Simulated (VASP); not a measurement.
Write the native input for VASP 6.6.1 that does the following.

```yaml
Task: single point
Functional: PBE
Potentials_or_basis: VASP PAW PBE potentials, release 64 (Al, N)
Cutoff: 520 eV
k_mesh: 9 × 9 × 6
Occupations: gaussian, width 0.05 eV
Spin: no spin polarisation
Dipole_correction: no
Further_INCAR_settings: ALGO = Normal; EDIFF = 1e-06; NBANDS = 16
```

The structure of AlN lies in POSCAR:

```
AlN
1.0
    3.4718521236      0.0000000000      0.0000000000
   -1.7359260618      3.0067121372      0.0000000000
    0.0000000000      0.0000000000      4.2721140381
Al N
2 2
Direct
    0.3333333333      0.6666666667      0.7500000000
    0.6666666667      0.3333333333      0.2500000000
    0.3333333333      0.6666666667      0.2500000000
    0.6666666667      0.3333333333      0.7500000000
```

This cell differs from its parent crystal: volume 11.149 Å^3 an atom, c/a of the conventional cell 1.2305.

The input as run:

INCAR

```
PREC = Accurate ; ENCUT = 520
EDIFF = 1E-6 ; ISMEAR = 0
SIGMA = 0.05 ; LREAL = False
LASPH = True ; NELM = 100
ALGO = Normal ; ISIF = 2
LWAVE = False ; LCHARG = True
GGA = PE ; LELF = True
LVHAR = True ; NBANDS = 16
```

KPOINTS

```
Automatic mesh
0
Gamma
  9 9 6
```

Potentials or basis: VASP PAW PBE potentials, release 64 (Al, N).

The run is started by

```sh
$ cat potpaw_PBE.64/Al/POTCAR potpaw_PBE.64/N/POTCAR > POTCAR
$ mpirun -np 1 vasp_std > vasp.out
```

Results of the run:

```yaml
Pressure: -19.2 GPa
Band_gap_on_the_k_mesh: 2.51 eV, direct
```

It took 40 s on 1 thread of AMD EPYC 7R43 64-Core Processor (Zen 3), with other jobs on the host, peak memory 0.13 GiB.
